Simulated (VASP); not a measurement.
# Sb (Im-3m) in VASP: a series of runs, part 2 of 2

VASP 6.6.1.

**4. Single point, r2SCAN**

This run uses another cell than the first one, of 25.69 Å³/atom, 1.043 times its volume.

POSCAR

```
Sb
1.0
   -1.8587811731      1.8587811731      1.8587811731
    1.8587811731     -1.8587811731      1.8587811731
    1.8587811731      1.8587811731     -1.8587811731
Sb
1
Direct
    0.0000000000      0.0000000000      0.0000000000
```

INCAR.step1

```
SYSTEM = Sb
  PREC = Accurate
  ENCUT = 520
  ISMEAR = -1
  SIGMA = 0.05
  LREAL = .FALSE.
  LASPH = .TRUE.
  NELM = 100
  NBANDS = 8
  GGA = PE
  ALGO = Normal
  EDIFF = 1E-4
  LWAVE = .TRUE.
  LCHARG = .FALSE.
```

INCAR.step2

```
SYSTEM = Sb
  PREC = Accurate
  ENCUT = 520
  EDIFF = 1E-7
  ISMEAR = -1
  SIGMA = 0.05
  LREAL = .FALSE.
  LASPH = .TRUE.
  NELM = 100
  ALGO = Normal
  ISIF = 2
  LWAVE = .FALSE.
  LCHARG = .FALSE.
  METAGGA = R2SCAN
  LMIXTAU = .TRUE.
  NBANDS = 8
  ISTART = 1
```

KPOINTS

```
regular mesh
0
G
  10 10 10
  0 0 0
```

Potentials or basis: VASP PAW PBE potentials, release 64 (Sb).

Command:

```
$ cat potpaw_PBE.64/Sb/POTCAR > POTCAR
$ cp INCAR.step1 INCAR
$ mpirun -np 1 vasp_std > vasp.out
$ cp INCAR.step2 INCAR
$ mpirun -np 1 vasp_std > vasp.out
```

OUTCAR:

```text
SYSTEM = Sb
   PREC = Accurate
   ENCUT = 520
   EDIFF = 1E-7
   ISMEAR = -1
   LREAL = .FALSE.
   LASPH = .TRUE.
   NELM = 100
   ISIF = 2
   METAGGA = R2SCAN
   ISTART = 1

 ion  position               nearest neighbor table
   1  0.000  0.000  0.000-

  LATTYP: Found a body centered cubic cell.
 ALAT       =     3.7175623462

  Lattice vectors:

 A1 = (  -1.8587811731,   1.8587811731,   1.8587811731)
 A2 = (   1.8587811731,  -1.8587811731,   1.8587811731)
 A3 = (   1.8587811731,   1.8587811731,  -1.8587811731)

Analysis of symmetry for initial positions (statically):
=====================================================================
 Subroutine PRICEL returns:
 Original cell was already a primitive cell.

 Routine SETGRP: Setting up the symmetry group for a
 body centered cubic supercell.

 Subroutine GETGRP returns: Found 48 space group operations
 (whereof 48 operations were pure point group operations)
 out of a pool of 48 trial point group operations.

The static configuration has the point symmetry O_h .

[... 152 lines left out ...]
  ---------------------------------------------------
  free energy    TOTEN  =       -25.32031341 eV

  energy without entropy =      -25.31146983  energy(sigma->0) =      -25.31589162

 E-fermi :   9.0070     XC(G=0): -10.9977

 val. band max:        8.9558224901   @ k =  -0.3000   0.4000   0.1000
 cond. band min:       9.0075748185   @ k =   0.3000   0.1000   0.1000
 fundamental gap:      0.0517523284
 Fermi energy:         9.0069922369

 k-point     1 :       0.0000    0.0000    0.0000
  band No.  band energies     occupation
      1      -4.8315      2.00000
      2      15.1989      0.00000
      3      15.1989      0.00000
      4      15.1989      0.00000
      5      20.1657      0.00000
      6      20.1657      0.00000
      7      20.1657      0.00000
      8      21.7098      0.00000
[... 243 lines left out ...]
 k-point    24 :      -0.3000    0.3000    0.1000
  band No.  band energies     occupation
      1      -2.5508      2.00000
      2       7.3358      2.00000
      3      11.1286      0.00000
      4      12.7890      0.00000
      5      17.3539      0.00000
      6      18.0977      0.00000
      7      19.6017      0.00000
      8      24.9231      0.00000

 [... further k-points ...]
[... 5 lines left out ...]
  --------------------------------------------------------------------------------------
  -------------------------------------------------------------------------------------
  Total        0.6280427      0.6280427      0.6280427     -0.0000000     -0.0000000      0.0000000
  in kB       39.1701244     39.1701244     39.1701244     -0.0000000     -0.0000000      0.0000000
  external PRESSURE =      39.1701244 kB  Pullay stress =       0.0000000 kB

 VOLUME and BASIS-vectors are now :
 -----------------------------------------------------------------------------
  energy-cutoff  :      520.00
  volume of cell :       25.69
      direct lattice vectors                 reciprocal lattice vectors
    -1.858781173  1.858781173  1.858781173     0.000000000  0.268993471  0.268993471
     1.858781173 -1.858781173  1.858781173     0.268993471  0.000000000  0.268993471
     1.858781173  1.858781173 -1.858781173     0.268993471  0.268993471  0.000000000

 POSITION                                       TOTAL-FORCE (eV/Angst)
 -----------------------------------------------------------------------------------
      0.00000      0.00000      0.00000        -0.000000      0.000000      0.000000
 -----------------------------------------------------------------------------------
    total drift:                                0.000000     -0.000000     -0.000000

  FREE ENERGIE OF THE ION-ELECTRON SYSTEM (eV)
  ---------------------------------------------------
  free  energy   TOTEN  =       -25.3203134114 eV

  energy  without entropy=      -25.3114698284  energy(sigma->0) =      -25.31589162
```

OUTCAR.step1:

```text
SYSTEM = Sb
   PREC = Accurate
   ENCUT = 520
   ISMEAR = -1
   LREAL = .FALSE.
   LASPH = .TRUE.
[... 480 lines left out ...]
 -----------------------------------------------------------------------------------
      0.00000      0.00000      0.00000         0.000000      0.000000      0.000000
 -----------------------------------------------------------------------------------
    total drift:                                0.000000     -0.000000      0.000000

  FREE ENERGIE OF THE ION-ELECTRON SYSTEM (eV)
  ---------------------------------------------------
  free  energy   TOTEN  =        -3.8780761208 eV

  energy  without entropy=       -3.8689206959  energy(sigma->0) =       -3.87349841
```

OSZICAR.step1:

```text
N       E                     dE             d eps       ncg     rms          rms(c)
DAV:   1     0.522458991304E+01    0.52246E+01   -0.16872E+03   752   0.407E+02
DAV:   2    -0.378667224929E+01   -0.90113E+01   -0.87898E+01  1080   0.536E+01
DAV:   3    -0.388001104058E+01   -0.93339E-01   -0.92892E-01   896   0.611E+00
DAV:   4    -0.388030046776E+01   -0.28943E-03   -0.28942E-03  1104   0.409E-01
DAV:   5    -0.388030114620E+01   -0.67844E-06   -0.67995E-06  1032   0.132E-02    0.190E+00
DAV:   6    -0.387881539932E+01    0.14857E-02   -0.13130E-03   888   0.200E-01    0.110E+00
DAV:   7    -0.387805858495E+01    0.75681E-03   -0.29599E-03   920   0.296E-01    0.575E-02
DAV:   8    -0.387807612084E+01   -0.17536E-04   -0.47729E-05   856   0.524E-02
   1 F= -.38780761E+01 E0= -.38734984E+01  d E =-.915542E-02
```

Run time: 26 s. Hardware: 1 thread of Intel Xeon 6975P-C, shared host; peak memory 0.14 GiB.

What came out:

```yaml
Free_energy: -25.3203 eV
Pressure: 3.9 GPa
```

Levels at points of the mesh, in eV from the Fermi level:
| k point | band 1 | band 2 | band 3 | band 4 | band 5 | band 6 |
| --- | --- | --- | --- | --- | --- | --- |
| (0.00, 0.00, 0.00) | -13.84 | 6.19 | 6.19 | 6.19 | 11.16 | 11.16 |
| (0.50, 0.00, 0.00) | -9.23 | -6.18 | 1.82 | 4.22 | 7.19 | 7.32 |
| (0.50, 0.50, 0.50) | -5.35 | -2.30 | -2.30 | -2.30 | 3.27 | 3.27 |

Caveat: the PAW data sets were made with another functional, which shifts forces and pressure a little; spin-orbit coupling is left out, which moves the levels of the heavy elements.

**5. Summary**

| cell | gap on the mesh (eV) | pressure (GPa) |
| --- | --- | --- |
| a = 3.175 Å, angles 109.5°, 1 atom | none | 7.4 |
| a = 3.197 Å, angles 109.5°, 1 atom | none | 5.6 |
| a = 3.220 Å, angles 109.5°, 1 atom | none | 3.9 |

Alike in all rows: task single point; level r2SCAN; potentials or basis VASP PAW PBE potentials, release 64 (Sb); no spin polarisation; k mesh 10 × 10 × 10; cutoff (eV) 520; smearing fermi-dirac 0.05 eV.

Caveats: the PAW data sets were made with another functional, which shifts forces and pressure a little; spin-orbit coupling is left out, which moves the levels of the heavy elements.

Absolute energies hang on the potentials; compare differences alone.
